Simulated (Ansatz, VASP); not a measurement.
## One calculation of BN, two programs

INCAR

```
PREC = Accurate
ENCUT = 520
EDIFF = 1E-6
ISMEAR = -1
SIGMA = 0.02
LREAL = F
LASPH = T
NELM = 80
ALGO = Normal
ISIF = 2
LWAVE = F
LCHARG = T
GGA = PE
LELF = T
LVHAR = T
NBANDS = 11
```

File KPOINTS:

```
regular mesh
0
Gamma
  12 12 12
```

Contents of POSCAR:

```
BN
1.0
    0.0000000000      1.8048254650      1.8409219743
    1.8048254650      0.0000000000      1.8409219743
    1.8048254650      1.8048254650      0.0000000000
B N
1 1
Direct
    0.0000000000      0.0000000000      0.0000000000
    0.2500000000      0.2500000000      0.2500000000
```

Input for Ansatz:

```yaml
crystal:
  lattice:
    - [0.0, 1.804825465, 1.8409219743]
    - [1.804825465, 0.0, 1.8409219743]
    - [1.804825465, 1.804825465, 0.0]
  atoms:
    - { symbol: B, position: [0.0, 0.0, 0.0] }
    - { symbol: "N", position: [0.25, 0.25, 0.25] }
kpoints:
  mp_grid: { grid: [12, 12, 12] }
  band_path:
    path:
      - [0.0, 0.0, 0.0]
      - [-0.5, -0.5, 0.0]
      - [-0.375, -0.375, 0.25]
      - [-0.375, 0.0, 0.375]
      - [0.0, 0.0, 0.5]
      - [-0.5, -0.25, 0.25]
      - [0.0, 0.5, 0.5]
    npoints: 1
hamiltonian:
  xc: pbe
scf:
  occupations: { method: fermi_dirac, width: 0.02 }
  n_extra_bands: 4
output:
  forces: true
  stress: true
  eigenvalues: true
  write_density: true
  write_potential: true
  elf: true
  volumetric_format: npy
```

Change from the starting cell: uniaxial_z strain +2.0%.

Alike in both runs: task single point; functional PBE; k mesh 12 × 12 × 12; occupations fermi-dirac, width 0.02 eV; no spin polarisation.

```csv
,VASP,Ansatz
version,VASP 6.6.1,Ansatz 0.2.0
potentials or method,"VASP PAW PBE potentials, release 64 (B, N)","plane waves, PAW"
plane-wave cutoff (eV),520,420
valence electrons in the cell,8,8
```

|  | VASP | Ansatz | Ansatz less VASP |
| --- | --- | --- | --- |
| gap on the k mesh at the Fermi level (eV) | 4.27 | 4.28 | +0.012 |
| pressure (GPa) | -2.5 | -2.7 | -0.22 |
| traceless stress, the component that is largest in VASP (GPa) | -8.23 | -8.22 | +0.007 |
